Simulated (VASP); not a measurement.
# ZnF2 (P4_2/mnm) in VASP: a series of runs

The runs below take ZnF2 through single point, with LDA, PBE, PBEsol.

All numbers are computed with VASP 6.6.1; they aren't measurements. Logs are shortened: lines on timing, memory, paths and dates and some standing lists are left out, and cuts for length are marked.

### Step 1. The cell of the first run

Symmetry: P4_2/mnm, No. 136, tetragonal system. The conventional cell has a = 4.631 Å, b = 4.631 Å, c = 3.088 Å, α = 90.00°, β = 90.00°, γ = 90.00°. Zn (site symmetry mmm) has 6 F at 1.99 to 2.01 Å within 2.6 Å. Within 2.6 Å of F (site symmetry m2m) lie 3 Zn at 1.99 to 2.01 Å and 1 F at 2.58 Å.

### Step 2. Single point, LDA

The input, INCAR:

```
PREC = Accurate
ENCUT = 600
EDIFF = 1E-6
ISMEAR = -1
SIGMA = 0.02
LREAL = False
LASPH = True
NELM = 120
ALGO = Normal
ISIF = 2
LWAVE = False
LCHARG = True
GGA = CA
LELF = True
LVHAR = True
NBANDS = 35
GGA_COMPAT = False
```

The input, KPOINTS:

```
Automatic mesh
0
Gamma
  6 6 8
```

The input, POSCAR:

```
ZnF2
1.0
    4.6308153885      0.0000000000      0.0000000000
    0.0000000000      4.6308153885      0.0000000000
    0.0000000000      0.0000000000      3.0879441373
Zn F
2 4
Direct
    0.0000000000      0.0000000000      0.0000000000
    0.5000000000      0.5000000000      0.5000000000
    0.3032977551      0.3032977551      0.0000000000
    0.1967022449      0.8032977551      0.5000000000
    0.6967022449      0.6967022449      0.0000000000
    0.8032977551      0.1967022449      0.5000000000
```

Potentials or basis: VASP PAW LDA potentials, release 64 (Zn, F).

Started as:

```console
cat potpaw_LDA.64/Zn/POTCAR potpaw_LDA.64/F/POTCAR > POTCAR
mpirun -np 1 vasp_std > vasp.out
```

OUTCAR:

```text
PREC = Accurate
   ENCUT = 600
   EDIFF = 1E-6
   ISMEAR = -1
   LREAL = False
   LASPH = True
   NELM = 120
   ISIF = 2
   GGA = CA

 ion  position               nearest neighbor table
   1  0.000  0.000  0.000-   3 1.99   5 1.99   4 2.01   6 2.01   4 2.01   6 2.01
   2  0.500  0.500  0.500-   4 1.99   6 1.99   5 2.01   3 2.01   3 2.01   5 2.01
   3  0.303  0.303  0.000-   1 1.99   2 2.01   2 2.01
   4  0.197  0.803  0.500-   2 1.99   1 2.01   1 2.01
   5  0.697  0.697  0.000-   1 1.99   2 2.01   2 2.01
   6  0.803  0.197  0.500-   2 1.99   1 2.01   1 2.01

  LATTYP: Found a simple tetragonal cell.
 ALAT       =     4.6308153885
 C/A-ratio  =     0.6668251438

  Lattice vectors:

 A1 = (   4.6308153885,   0.0000000000,   0.0000000000)
 A2 = (   0.0000000000,   4.6308153885,   0.0000000000)
 A3 = (   0.0000000000,   0.0000000000,   3.0879441373)

Analysis of symmetry for initial positions (statically):
=====================================================================
 Subroutine PRICEL returns:
 Original cell was already a primitive cell.

 Routine SETGRP: Setting up the symmetry group for a
 simple tetragonal supercell.

 Subroutine GETGRP returns: Found 16 space group operations
 (whereof  8 operations were pure point group operations)
 out of a pool of 16 trial point group operations.

The static configuration has the point symmetry D_2h.
 The point group associated with its full space group is D_4h.

Analysis of symmetry for dynamics (positions and initial velocities):
=====================================================================
 Subroutine PRICEL returns:
 Original cell was already a primitive cell.

 Routine SETGRP: Setting up the symmetry group for a
 simple tetragonal supercell.

 Subroutine GETGRP returns: Found 16 space group operations
 (whereof  8 operations were pure point group operations)
 out of a pool of 16 trial point group operations.

The dynamic configuration has the point symmetry D_2h.
 The point group associated with its full space group is D_4h.

 Subroutine INISYM returns: Found 16 space group operations
 (whereof  8 operations are pure point group operations),
 and found     1 'primitive' translations

----------------------------------------------------------------------------------------

                                     Primitive cell

  volume of cell :      66.2193

  direct lattice vectors                    reciprocal lattice vectors
     4.630815389  0.000000000  0.000000000     0.215944691  0.000000000  0.000000000
     0.000000000  4.630815389  0.000000000     0.000000000  0.215944691  0.000000000
     0.000000000  0.000000000  3.087944137     0.000000000  0.000000000  0.323840055

  length of vectors
     4.630815389  4.630815389  3.087944137     0.215944691  0.215944691  0.323840055

  position of ions in fractional coordinates (direct lattice)
     0.000000000  0.000000000  0.000000000
     0.500000000  0.500000000  0.500000000
     0.303297755  0.303297755  0.000000000
     0.196702245  0.803297755  0.500000000
     0.696702245  0.696702245  0.000000000
     0.803297755  0.196702245  0.500000000

  ion indices of the primitive-cell ions
   primitive index   ion index
                 1           1
                 2           2
                 3           3
                 4           4
                 5           5
                 6           6

----------------------------------------------------------------------------------------

 KPOINTS: Automatic mesh

Automatic generation of k-mesh.
 Grid dimensions read from file:
 generate k-points for:    6    6    8

 Generating k-lattice:

  Cartesian coordinates                     Fractional coordinates (reciprocal lattice)
     0.035990782  0.000000000  0.000000000     0.166666667  0.000000000  0.000000000
     0.000000000  0.035990782  0.000000000     0.000000000  0.166666667  0.000000000
     0.000000000  0.000000000  0.040480007     0.000000000  0.000000000  0.125000000

  Length of vectors
     0.035990782  0.035990782  0.040480007

  Shift w.r.t. Gamma in fractional coordinates (k-lattice)
     0.000000000  0.000000000  0.000000000

 Subroutine IBZKPT returns following result:
 ===========================================

 Found     50 irreducible k-points:

 Following reciprocal coordinates:
            Coordinates               Weight
  0.000000  0.000000  0.000000      1.000000
  0.166667  0.000000  0.000000      4.000000
  0.333333  0.000000  0.000000      4.000000
  0.500000  0.000000  0.000000      2.000000
  0.166667  0.166667  0.000000      4.000000
  0.333333  0.166667  0.000000      8.000000
[... 16 lines left out ...]
  0.333333  0.000000  0.250000      8.000000
  0.500000  0.000000  0.250000      4.000000
 [... further k-points ...]
   k-points           NKPTS =     50   k-points in BZ     NKDIM =     50   number of bands    NBANDS=     35
   number of dos      NEDOS =    301   number of ions     NIONS =      6
   total plane-waves  NPLWV =  44800
   dimension x,y,z NGX =    40 NGY =   40 NGZ =   28
   dimension x,y,z NGXF=    80 NGYF=   80 NGZF=   56
   ions per type =               2   4
   NGX,Y,Z   is equivalent  to a cutoff of  14.36, 14.36, 15.07 a.u.
   NGXF,Y,Z  is equivalent  to a cutoff of  28.72, 28.72, 30.15 a.u.
 SYSTEM =  unknown system
   PREC   = accura    normal or accurate (medium, high low for compatibility)
   ISTART =      0    job   : 0-new  1-cont  2-samecut
   ICHARG =      2    charge: 1-file 2-atom 10-const
   ISPIN  =      1    spin polarized calculation?
   LNONCOLLINEAR =      F non collinear calculations
   LSORBIT =      F    spin-orbit coupling
   LASPH  =      T    aspherical Exc in radial PAW
   ENCUT  =  600.0 eV  44.10 Ry    6.64 a.u.   9.25  9.25  6.17*2*pi/ulx,y,z
   NELM   =    120;   NELMIN=  2; NELMDL= -5     # of ELM steps
   EDIFF  = 0.1E-05   stopping-criterion for ELM
   LREAL  =      F    real-space projection
[... 7 lines left out ...]
   TEBEG  =    0.0;   TEEND  =   0.0 temperature during run
   PSTRESS=    0.0 pullay stress
   NELECT =      52.0000    total number of electrons
   NUPDOWN=      -1.0000    fix difference up-down
   EMIN   =  10.00;   EMAX   =-10.00  energy-range for DOS
   EFERMI =   0.00;   METHOD = LEGACY
   ISMEAR =    -1;   SIGMA  =   0.02  broadening in eV -4-tet -1-fermi 0-gaus
   EFERMI_NEDOS =   21; number of points for ismear=-14 and -15
   IALGO  =     38    algorithm
   IMIX   =      4    mixing-type and parameters
     AMIX     =   0.40;   BMIX     =  1.00
     AMIX_MAG =   1.60;   BMIX_MAG =  1.00
  volume/ion in A,a.u.               =      11.04        74.48
  Fermi-wavevector in a.u.,A,eV,Ry     =   1.510362  2.854171 31.037535  2.281194
  Thomas-Fermi vector in A             =   2.620562
   LORBIT       =      0    0 simple, 1 ext, 2 COOP (PROOUT), +10 PAW based schemes
   GGA     = CA    functional components
   LHFCALC =     F    Hartree Fock is set to
   AEXX    =    0.0000 exact exchange contribution
   IVDW    =     0    specifies the selected vdW correction
   LEPSILON=     F    determine dielectric tensor
   LRPA    =     F    only Hartree local field effects (RPA)
 non-spin polarized calculation
  energy-cutoff  :      600.00
  volume of cell :       66.22
 maximum number of plane-waves:      2232
 NGX is ok and might be reduce to    40
   NGX = 19   NGY = 19   NGZ = 13

 number of electron      52.0000013 magnetization

 Free energy of the ion-electron system (eV)
  ---------------------------------------------------
  ext. energy  EPLUGINS =         0.00000000
  ---------------------------------------------------
  free energy    TOTEN  =       -27.04282629 eV

  energy without entropy =      -27.04282629  energy(sigma->0) =      -27.04282629

 E-fermi :  -0.6255     XC(G=0): -11.2552

 val. band max:       -1.0151043064   @ k =   0.0000   0.0000   0.0000
 cond. band min:       2.3881259993   @ k =   0.0000   0.0000   0.0000
 fundamental gap:      3.4032303057
 Fermi energy:        -0.6254529063

 k-point     1 :       0.0000    0.0000    0.0000
  band No.  band energies     occupation
      1     -22.9381      2.00000
      2     -22.0056      2.00000
      3     -22.0056      2.00000
      4     -21.9692      2.00000
      5      -7.8251      2.00000
      6      -6.8146      2.00000
[... 27 lines left out ...]
     34      14.0093      0.00000
     35      14.0093      0.00000

 k-point     2 :       0.1667    0.0000    0.0000
  band No.  band energies     occupation
      1     -22.8876      2.00000
      2     -22.1223      2.00000
      3     -21.9953      2.00000
      4     -21.9220      2.00000
      5      -7.6793      2.00000
      6      -6.7732      2.00000
[... 27 lines left out ...]
     34      14.4284      0.00000
     35      14.5178      0.00000

 k-point     3 :       0.3333    0.0000    0.0000
  band No.  band energies     occupation
      1     -22.7456      2.00000
      2     -22.3173      2.00000
      3     -21.9684      2.00000
      4     -21.9133      2.00000
      5      -7.2934      2.00000
      6      -6.7033      2.00000
[... 27 lines left out ...]
     34      14.9630      0.00000
     35      15.0424      0.00000

 k-point     4 :       0.5000    0.0000    0.0000
  band No.  band energies     occupation
      1     -22.5411      2.00000
      2     -22.5411      2.00000
      3     -21.9356      2.00000
      4     -21.9356      2.00000
      5      -6.8534      2.00000
      6      -6.8534      2.00000
[... 27 lines left out ...]
     34      14.3551      0.00000
     35      15.6514      0.00000

 k-point     5 :       0.1667    0.1667    0.0000
  band No.  band energies     occupation
      1     -22.8399      2.00000
      2     -22.1636      2.00000
      3     -22.0201      2.00000
      4     -21.9113      2.00000
      5      -7.5847      2.00000
      6      -6.7238      2.00000
[... 638 lines left out ...]
 k-point    22 :       0.1667    0.0000    0.2500
  band No.  band energies     occupation
      1     -22.6687      2.00000
      2     -22.0846      2.00000
      3     -21.9754      2.00000
      4     -21.9537      2.00000
      5      -7.2213      2.00000
      6      -6.5672      2.00000
[... 27 lines left out ...]
     34      13.6239      0.00000
     35      13.6243      0.00000

 k-point    23 :       0.3333    0.0000    0.2500
  band No.  band energies     occupation
      1     -22.5552      2.00000
      2     -22.2246      2.00000
      3     -21.9651      2.00000
      4     -21.9462      2.00000
      5      -6.9186      2.00000
      6      -6.4028      2.00000
[... 27 lines left out ...]
     34      13.4039      0.00000
     35      13.9065      0.00000

 k-point    24 :       0.5000    0.0000    0.2500
  band No.  band energies     occupation
      1     -22.3946      2.00000
      2     -22.3946      2.00000
      3     -21.9531      2.00000
      4     -21.9531      2.00000
      5      -6.5200      2.00000
      6      -6.5200      2.00000
[... 27 lines left out ...]
     34      13.0100      0.00000
     35      15.1012      0.00000

 [... further k-points ...]

------------------------ aborting loop because EDIFF is reached ----------------------------------------

  FORCE on cell =-STRESS in cart. coord.  units (eV):
  Direction    XX          YY          ZZ          XY          YZ          ZX
  --------------------------------------------------------------------------------------
  -------------------------------------------------------------------------------------
  Total        0.2054807      0.2054807      0.3596100     -0.0000000      0.0000000      0.0000000
  in kB        4.9716113      4.9716113      8.7007765     -0.0000000      0.0000000      0.0000000
  external PRESSURE =       6.2146664 kB  Pullay stress =       0.0000000 kB

 VOLUME and BASIS-vectors are now :
 -----------------------------------------------------------------------------
  energy-cutoff  :      600.00
  volume of cell :       66.22
      direct lattice vectors                 reciprocal lattice vectors
     4.630815389  0.000000000  0.000000000     0.215944691  0.000000000  0.000000000
     0.000000000  4.630815389  0.000000000     0.000000000  0.215944691  0.000000000
     0.000000000  0.000000000  3.087944137     0.000000000  0.000000000  0.323840055

 POSITION                                       TOTAL-FORCE (eV/Angst)
 -----------------------------------------------------------------------------------
      0.00000      0.00000      0.00000        -0.000000     -0.000000      0.000000
      2.31541      2.31541      1.54397        -0.000000     -0.000000      0.000000
      1.40452      1.40452      0.00000        -0.010003     -0.010003     -0.000000
      0.91089      3.71992      1.54397         0.010003     -0.010003     -0.000000
      3.22630      3.22630      0.00000         0.010003      0.010003      0.000000
      3.71992      0.91089      1.54397        -0.010003      0.010003      0.000000
 -----------------------------------------------------------------------------------
    total drift:                               -0.000000      0.000000     -0.000000

  FREE ENERGIE OF THE ION-ELECTRON SYSTEM (eV)
  ---------------------------------------------------
  free  energy   TOTEN  =       -27.0428262899 eV

  energy  without entropy=      -27.0428262899  energy(sigma->0) =      -27.04282629
```

Run time: 81 s. Hardware: 1 thread of Intel Xeon Platinum 8488C (Sapphire Rapids), shared host; peak memory 0.23 GiB.

Results:

| Quantity | Value |
| --- | --- |
| Free energy | -27.0428 eV |
| Pressure | 0.6 GPa |
| Largest force | 0.014 eV/Å |
| Band gap on the k mesh | 3.40 eV |

Forces in eV/Å, atoms in the order of the input:
```
Zn   0.000  0.000  0.000
Zn   0.000  0.000  0.000
F   -0.010 -0.010  0.000
F    0.010 -0.010  0.000
F    0.010  0.010  0.000
F   -0.010  0.010  0.000
```

Stress tensor (GPa, compression positive):
```
0.50 0.00 0.00
0.00 0.50 0.00
0.00 0.00 0.87
```

Levels at points of the mesh, in eV from the valence-band top:
```
           k point  band 23  band 24  band 25  band 26  band 27  band 28  band 29  band 30
(0.00, 0.00, 0.00)    -1.38    -0.39    -0.39     0.00     3.40     9.38     9.38     9.46
(0.50, 0.00, 0.00)    -0.70    -0.70    -0.49    -0.49     6.09     6.09    10.33    10.33
(0.50, 0.50, 0.00)    -1.40    -1.40    -0.41    -0.41     7.11     7.11     8.97     8.97
(0.00, 0.00, 0.50)    -1.38    -1.38    -1.34    -1.34     8.33     8.33    11.85    11.85
(0.50, 0.00, 0.50)    -1.47    -1.47    -0.08    -0.08     8.90     8.90    10.18    10.18
(0.50, 0.50, 0.50)    -1.34    -1.34    -0.86    -0.86     8.15     8.15    11.18    11.18
```

A k mesh can miss the band edges.

### Step 3. Single point, PBE

This run uses another cell than the first one, of 11.53 Å³/atom.

The input, INCAR:

```
PREC = Accurate ; ENCUT = 600
EDIFF = 1E-6 ; ISMEAR = -1
SIGMA = 0.02 ; LREAL = False
LASPH = True ; NELM = 120
ALGO = Normal ; ISIF = 2
LWAVE = False ; LCHARG = True
GGA = PE ; LELF = True
LVHAR = True ; NBANDS = 35
GGA_COMPAT = False
```

The input, KPOINTS:

```
regular mesh
0
Gamma
  6 6 8
```

The input, POSCAR:

```
ZnF2
1.0
    4.7033622559      0.0000000000      0.0000000000
    0.0000000000      4.7033622559      0.0000000000
    0.0000000000      0.0000000000      3.1267882483
Zn F
2 4
Direct
    0.0000000000      0.0000000000      0.0000000000
    0.5000000000      0.5000000000      0.5000000000
    0.3031905506      0.3031905506      0.0000000000
    0.1968094494      0.8031905506      0.5000000000
    0.6968094494      0.6968094494      0.0000000000
    0.8031905506      0.1968094494      0.5000000000
```

Potentials or basis: VASP PAW PBE potentials, release 64 (Zn, F).

Started as:

```console
cat potpaw_PBE.64/Zn/POTCAR potpaw_PBE.64/F/POTCAR > POTCAR
mpirun -np 1 vasp_std > vasp.out
```

It took 81 s on 1 thread of Intel Xeon Platinum 8488C (Sapphire Rapids), shared host; peak memory 0.26 GiB.

It converged, with:

- Free energy: -23.1561 eV
- Pressure: 7.0 GPa
- Largest force: 0.043 eV/Å
- Band gap on the k mesh: 3.51 eV

Forces on the atoms (eV/Å):
```
Zn   0.000  0.000  0.000
Zn   0.000  0.000  0.000
F   -0.030 -0.030  0.000
F    0.030 -0.030  0.000
F    0.030  0.030  0.000
F   -0.030  0.030  0.000
```

Stress tensor (GPa, compression positive):
```
6.63 0.00 0.00
0.00 6.63 0.00
0.00 0.00 7.80
```

Levels at points of the mesh, in eV from the valence-band top:
| k point | band 22 | band 23 | band 24 | band 25 | band 26 | band 27 | band 28 | band 29 | band 30 | band 31 |
| --- | --- | --- | --- | --- | --- | --- | --- | --- | --- | --- |
| (0.00, 0.00, 0.00) | -1.57 | -1.21 | -0.35 | -0.35 | 0.00 | 3.51 | 9.38 | 9.67 | 9.67 | 13.49 |
| (0.50, 0.00, 0.00) | -1.63 | -0.65 | -0.65 | -0.44 | -0.44 | 6.12 | 6.12 | 10.59 | 10.59 | 13.00 |
| (0.50, 0.50, 0.00) | -1.57 | -1.28 | -1.28 | -0.37 | -0.37 | 7.05 | 7.05 | 9.20 | 9.20 | 14.54 |
| (0.00, 0.00, 0.50) | -1.39 | -1.30 | -1.30 | -1.24 | -1.24 | 8.29 | 8.29 | 11.93 | 11.93 | 13.20 |
| (0.50, 0.00, 0.50) | -1.82 | -1.35 | -1.35 | -0.06 | -0.06 | 8.81 | 8.81 | 10.37 | 10.37 | 13.94 |
| (0.50, 0.50, 0.50) | -1.51 | -1.24 | -1.24 | -0.80 | -0.80 | 8.12 | 8.12 | 11.52 | 11.52 | 12.32 |

Caveat: the cell stands under pressure. A k mesh can miss the band edges.

### Step 4. Single point, LDA

This run uses another cell than the first one, of 11.53 Å³/atom.

The input, INCAR:

```
PREC = Accurate ; ENCUT = 600
EDIFF = 1E-6 ; ISMEAR = 0
SIGMA = 0.01 ; LREAL = False
LASPH = True ; NELM = 120
ALGO = Normal ; ISIF = 2
LWAVE = False ; LCHARG = True
LELF = True ; LVHAR = True
NBANDS = 35 ; GGA_COMPAT = False
```

The input, KPOINTS:

```
Automatic mesh
0
Gamma
  6 6 8
```

POSCAR is that of step 3.

Potentials or basis: VASP PAW LDA potentials, release 64 (Zn, F).

Started as:

```console
cat potpaw_LDA.64/Zn/POTCAR potpaw_LDA.64/F/POTCAR > POTCAR
mpirun -np 1 vasp_std > vasp.out
```

Wall time 79 s (1 thread of Intel Xeon Platinum 8488C (Sapphire Rapids), shared host); peak memory 0.24 GiB.

Results (log left out):

| Item | Value |
| --- | --- |
| Free energy | -27.0122 eV |
| Pressure | -4.7 GPa |
| Largest force | 0.060 eV/Å |
| Band gap on the k mesh | 3.33 eV |

Forces in eV/Å, atoms in the order of the input:
```
Zn   0.000  0.000  0.000
Zn   0.000  0.000  0.000
F    0.043  0.043  0.000
F   -0.043  0.043  0.000
F   -0.043 -0.043  0.000
F    0.043 -0.043  0.000
```

Stress tensor (GPa, compression positive):
```
-4.58  0.00  0.00
 0.00 -4.58  0.00
 0.00  0.00 -5.08
```

Levels at points of the mesh, in eV from the valence-band top:
| k point | band 22 | band 23 | band 24 | band 25 | band 26 | band 27 | band 28 | band 29 | band 30 | band 31 |
| --- | --- | --- | --- | --- | --- | --- | --- | --- | --- | --- |
| (0.00, 0.00, 0.00) | -1.50 | -1.13 | -0.33 | -0.33 | 0.00 | 3.33 | 9.19 | 9.37 | 9.37 | 13.12 |
| (0.50, 0.00, 0.00) | -1.58 | -0.64 | -0.64 | -0.42 | -0.42 | 5.95 | 5.95 | 10.29 | 10.29 | 12.71 |
| (0.50, 0.50, 0.00) | -1.62 | -1.23 | -1.23 | -0.35 | -0.35 | 6.90 | 6.90 | 8.94 | 8.94 | 14.24 |
| (0.00, 0.00, 0.50) | -1.35 | -1.33 | -1.33 | -1.26 | -1.26 | 8.11 | 8.11 | 11.66 | 11.66 | 12.89 |
| (0.50, 0.00, 0.50) | -1.76 | -1.31 | -1.31 | -0.05 | -0.05 | 8.63 | 8.63 | 10.09 | 10.09 | 13.64 |
| (0.50, 0.50, 0.50) | -1.46 | -1.25 | -1.25 | -0.81 | -0.81 | 7.92 | 7.92 | 11.19 | 11.19 | 12.05 |

Caveat: the cell stands under tension. A k mesh can miss the band edges.

(Continued in part 2 of 2.)
